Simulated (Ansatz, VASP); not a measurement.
## Ni in VASP and in Ansatz

```
Ni
1.0
     0.00000    1.49226    1.49226
     1.49226    0.00000    1.49226
     1.49226    1.49226    0.00000
Ni
1
Direct
  0.00000 0.00000 0.00000
```

Change from the starting cell: volume scaled by 0.64, LAPW.

Alike in both runs: task single point; functional PBEsol; k mesh 20 × 20 × 20; occupations fermi-dirac, width 0.05 eV; collinear spin.

```csv
,VASP,Ansatz
version,VASP 6.6.1,Ansatz 0.2.0
potentials or method,"VASP PAW PBE potentials, release 64 (Ni), cutoff 520 eV","all-electron LAPW, scalar-relativistic"
```

```tsv
	VASP	Ansatz	Ansatz less VASP
pressure (GPa)	296.5	296.8	+0.30
net moment per atom (μB)	0.43	0.43	+0.007
size of the moment on the site where the two differ most (μB)	0.40	0.45	+0.044
```

VASP's potentials were made for PBE, not for PBEsol. Site moments also hang on the region over which each program counts them. Both programs put the cell under a high pressure, so it lies far from rest at this level. Ansatz ran all-electron here, and VASP with PAW potentials.

Noted on VASP's run: the cell as given lies far from equilibrium.
